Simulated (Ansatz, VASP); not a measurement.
**Ru in VASP and in Ansatz**

```
Ru
1.0
     2.70580    0.00000    0.00000
    -1.35290    2.34329    0.00000
     0.00000    0.00000    4.28190
Ru
2
Cartesian
  1.3529 0.7811 3.2114
  0.0000 1.5622 1.0705
```

Alike in both runs: task single point; functional PBE; k mesh 11 × 11 × 6; occupations gaussian, width 0.013 eV; no spin polarisation.

|  | VASP | Ansatz |
| --- | --- | --- |
| version | VASP 6.6.1 | Ansatz 0.2.0 |
| potentials or method | VASP PAW PBE potentials, release 64 (Ru_pv), cutoff 520 eV | all-electron LAPW, scalar-relativistic |

VASP gave:

- gap on the k mesh at the Fermi level (eV): none
- pressure (GPa): 4.4
- traceless stress, the component that is largest in VASP (GPa): 0.10

Estimate Ansatz's values.

gap on the k mesh at the Fermi level (eV): none; pressure (GPa): 4.4; traceless stress, the component that is largest in VASP (GPa): 0.02.

A gap of «none» marks a metal or a gap that the smearing closes. Ansatz ran all-electron here, and VASP with PAW potentials.
